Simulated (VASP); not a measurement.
Runs of VASP 6.6.1 on Sn. The structure is that of space group Fm-3m (No. 225), or close to it. The cells are those of the table. This isn't the form of Sn at room conditions, which is tetragonal (white tin).

```csv
cell,k mesh,gap on the mesh (eV),pressure (GPa)
"a = 3.445 Å, angles 60.0°, 1 atom",13 × 13 × 13,none,-0.1
"a = 3.350 Å, angles 60.0°, 1 atom",13 × 13 × 13,none,4.1
"a = 3.301 Å, angles 60.0°, 1 atom",13 × 13 × 13,none,(a)
"a = 3.534 Å, angles 60.0°, 1 atom",13 × 13 × 13,none,-2.7
"a = 3.445 Å, angles 60.0°, 1 atom",18 × 18 × 18,none,-0.1
"a = 3.577 Å, angles 60.0°, 1 atom",13 × 13 × 13,none,-3.6
"a = 3.398 Å, angles 60.0°, 1 atom",13 × 13 × 13,none,(b)
"a = 3.490 Å, angles 60.0°, 1 atom",13 × 13 × 13,none,-1.6
```

Alike in all rows: task single point; level RPBE; potentials or basis VASP PAW PBE potentials, release 64 (Sn_d); no spin polarisation; cutoff (eV) 520; smearing fermi-dirac 0.1 eV.

Question: Fill in the values left out.

Answer: (a) 7.1; (b) 1.8.

Caveats: the PAW data sets were made with another functional, which shifts forces and pressure a little; spin-orbit coupling is left out, which moves the levels of the heavy elements; the cell stands under pressure (at least some runs); the cell stands under tension (at least some runs).

A k mesh can miss the band edges, and the runs leave out spin-orbit coupling on Sn.

A gap of «none» marks levels without a gap at the run's occupations.
